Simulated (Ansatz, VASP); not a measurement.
**Hf3H in VASP and in Ansatz**

```
CELL_PARAMETERS angstrom
3.21030 0.00000 0.00000
-1.60515 2.78020 0.00000
0.00000 0.00000 15.74669
ATOMIC_POSITIONS crystal
Hf 0.33333 0.66667 0.09565
Hf 0.66667 0.33333 0.90435
Hf 0.33333 0.66667 0.41992
Hf 0.66667 0.33333 0.58008
Hf 0.66667 0.33333 0.25722
Hf 0.33333 0.66667 0.74278
H 0.33333 0.66667 0.96215
H 0.66667 0.33333 0.03785
```

Alike in both runs: functional PBE; k mesh 6 × 6 × 1; occupations gaussian, width 0.2 eV; no spin polarisation.

Ansatz relaxed the structure, and its values are those at the end. VASP's run is a single point on that final structure, the one shown.

```csv
,VASP,Ansatz
version,VASP 6.6.1,Ansatz 0.2.0
potentials or method,"VASP PAW PBE potentials, release 64 (Hf_pv, H), cutoff 520 eV","scalar-relativistic, plane waves, PAW"
valence electrons in the cell,62,158
```

Ansatz gave:

```
gap on the k mesh at the Fermi level (eV) : none
pressure (GPa)                            : 0.0
rms of the force components (eV/Å)        : 0.015
```

Estimate VASP's values.

gap on the k mesh at the Fermi level (eV): none; pressure (GPa): -0.5; rms of the force components (eV/Å): 0.016.

A gap of «none» marks a metal or a gap that the smearing closes. VASP's potentials hold 62 valence electrons a cell and Ansatz's 158, so a difference there can come from the potentials and not from the codes.

The k mesh is coarse, so the values compare programs but aren't converged. Spin-orbit coupling is off throughout.
